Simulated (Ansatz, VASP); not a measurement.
Li: VASP beside Ansatz

INCAR

```
SYSTEM = Li
ALGO = Fast ; EDIFF = 1E-6
EDIFFG = -0.01 ; ENCUT = 600
GGA = PE ; IBRION = 2
ISIF = 3 ; ISMEAR = 0
IVDW = 12 ; LASPH = .TRUE.
LCHARG = .FALSE. ; LREAL = .FALSE.
LWAVE = .FALSE. ; NELM = 60
NSW = 80 ; PREC = Accurate
SIGMA = 0.1
```

The input KPOINTS:

```
k-points
0
G
  18 18 6
  0 0 0
```

Contents of POSCAR:

```
Li
1.0
    2.9714704388      0.0000000000      0.0000000000
   -1.4857352194      2.5733688866      0.0000000000
    0.0000000000      0.0000000000      9.5995550461
Li
4
Direct
    0.0000000000      0.0000000000      0.0000000000
    0.3333333333      0.6666666667      0.7500000000
    0.0000000000      0.0000000000      0.5000000000
    0.6666666667      0.3333333333      0.2500000000
```

Input for Ansatz:

```yaml
crystal:
  lattice:
    - [2.9714704388, 0.0, 0.0]
    - [-1.4857352194, 2.5733688866, 0.0]
    - [0.0, 0.0, 9.5995550461]
  atoms:
    - { symbol: Li, position: [0.0, 0.0, 0.0] }
    - { symbol: Li, position: [0.3333333333, 0.6666666667, 0.75] }
    - { symbol: Li, position: [0.0, 0.0, 0.5] }
    - { symbol: Li, position: [0.6666666667, 0.3333333333, 0.25] }
basis:
  ecutwfc: 420
kpoints:
  mp_grid: { grid: [18, 18, 6] }
hamiltonian:
  xc: pbe
  dispersion: d3bj
scf:
  occupations: { method: gaussian, width: 0.1 }
output:
  forces: true
  stress: true
  eigenvalues: true
relax:
  adjacent_minimum: "off"
  f_tol: 0.01
  max_steps: 60
  cell: { stress_tol: 0.1 }
```

Alike in both runs: task relaxation of cell and atoms; functional PBE; dispersion D3(BJ); k mesh 18 × 18 × 6; occupations gaussian, width 0.1 eV; no spin polarisation.

|  | VASP | Ansatz |
| --- | --- | --- |
| version | VASP 6.6.1 | Ansatz 0.2.0 |
| potentials or method | VASP PAW PBE potentials, release 64 (Li_sv), cutoff 600 eV | scalar-relativistic, plane waves, PAW |
| valence electrons in the cell | 12 | 12 |

|  | VASP | Ansatz | Ansatz less VASP |
| --- | --- | --- | --- |
| gap on the k mesh at the Fermi level, each at its own relaxed structure (eV) | none | none | - |
| relaxed volume (Å³/atom) | 18.06 | 18.26 | +0.201 |
| relaxed cell length with the largest relative difference (Å) | 9.633 | 9.683 | +0.0501 |

A gap of «none» marks a metal or a gap that the smearing closes.

Noted on VASP's run: the cutoff is short for stress, so the pressure is rough.
